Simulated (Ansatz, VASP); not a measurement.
This is a calculation of AlRu for Ansatz 0.2.0.

input.yaml

```yaml
crystal:
  lattice:
    - [2.9916, 0.0, 0.0]
    - [0.0, 2.9916, 0.0]
    - [0.0, 0.0, 2.9916]
  atoms:
    - { symbol: Ru, position: [0.5, 0.5, 0.5] }
    - { symbol: Al, position: [0.0, 0.0, 0.0] }
hamiltonian:
  xc: pbe
  pseudopotentials: { kind: paw }
kpoints:
  mp_grid: { grid: [9, 9, 9] }
scf:
  occupations: { method: gaussian, width: 0.024 }
output:
  forces: true
  stress: true
  eigenvalues: true
```

Potentials or basis: Ansatz PAW.

Run with:

```console
$ ansatz run input.yaml --threads 2 --pin off --max-ram 5632MiB --backend cpu --events-out ev --progress --plain --runs-dir out
```

Task: Translate it to VASP 6.6.1. Potentials there: VASP PAW PBE potentials, release 64 (Ru_pv, Al).

Result: As run (the cutoff follows the program's own potentials):

INCAR

```
SYSTEM = AlRu
PREC = Accurate ; ENCUT = 520
EDIFF = 1E-6 ; ISMEAR = 0
SIGMA = 0.024 ; LREAL = .False.
LASPH = .True. ; NELM = 60
ALGO = Normal ; ISIF = 2
LWAVE = .False. ; LCHARG = .True.
GGA = PE ; LELF = .True.
LVHAR = .True. ; NBANDS = 16
```

File KPOINTS:

```
regular mesh
0
Gamma
  9 9 9
  0 0 0
```

File POSCAR:

```
AlRu
1.0
    2.9916000000      0.0000000000      0.0000000000
    0.0000000000      2.9916000000      0.0000000000
    0.0000000000      0.0000000000      2.9916000000
Ru Al
1 1
Direct
    0.5000000000      0.5000000000      0.5000000000
    0.0000000000      0.0000000000      0.0000000000
```

Potentials or basis: VASP PAW PBE potentials, release 64 (Ru_pv, Al).

Command:

```sh
$ cat potpaw_PBE.64/Ru_pv/POTCAR potpaw_PBE.64/Al/POTCAR > POTCAR
$ mpirun -np 1 vasp_std > vasp.out
```

Both were run:

|  | VASP | Ansatz | Ansatz less VASP |
| --- | --- | --- | --- |
| gap on the k mesh at the Fermi level (eV) | none | none | - |
| pressure (GPa) | 2.5 | 2.5 | 0.00 |

A gap of «none» marks a metal or a gap that the smearing closes. VASP's potentials hold 17 valence electrons a cell and Ansatz's 19, so a difference there can come from the potentials and not from the codes.
